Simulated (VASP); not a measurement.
Runs of VASP 6.6.1 on CuI. The structure is that of space group Fm-3m (No. 225), or close to it. The cells are those of the table. 

```tsv
level	potentials or basis	cell	smearing	gap on the mesh (eV)	pressure (GPa)
LDA	VASP PAW LDA potentials, release 64 (I, Cu)	a = 4.048 Å, angles 60.0°, 2 atoms	gaussian 0.05 eV	none	(b)
PBE	VASP PAW PBE potentials, release 64 (I, Cu)	a = 4.048 Å, angles 60.0°, 2 atoms	fermi-dirac 0.05 eV	none	0.4
BLYP+D4	VASP PAW PBE potentials, release 64 (I, Cu)	a = 4.048 Å, angles 60.0°, 2 atoms	gaussian 0.1 eV	none	(a)
PBE	VASP PAW PBE potentials, release 64 (I, Cu)	a = 3.965 Å, angles 60.0°, 2 atoms	fermi-dirac 0.05 eV	none	3.8
PBE	VASP PAW PBE potentials, release 64 (I, Cu)	a = 4.127 Å, angles 60.0°, 2 atoms	fermi-dirac 0.05 eV	none	-1.9
PBE	VASP PAW PBE potentials, release 64 (I, Cu)	a = 3.993 Å, angles 60.0°, 2 atoms	fermi-dirac 0.05 eV	none	2.5
PBE	VASP PAW PBE potentials, release 64 (I, Cu)	a = 4.101 Å, angles 60.0°, 2 atoms	fermi-dirac 0.05 eV	none	-1.3
```

Alike in all rows: task single point; no spin polarisation; k mesh 8 × 8 × 8; cutoff (eV) 520.

Task: Fill in the values left out.

Result: (a) 0.0; (b) -5.2.

Caveats: spin-orbit coupling is left out, which moves the levels of the heavy elements; semilocal functionals often make such compounds metallic where correlation or magnetic order opens a gap, which also shifts bond lengths; the PAW data sets were made with another functional, which shifts forces and pressure a little (some runs); pairwise dispersion overbinds metals, which lowers pressure and volume (some runs).

A k mesh can miss the band edges, and the runs leave out spin-orbit coupling on I.

A gap of «none» marks levels without a gap at the run's occupations.
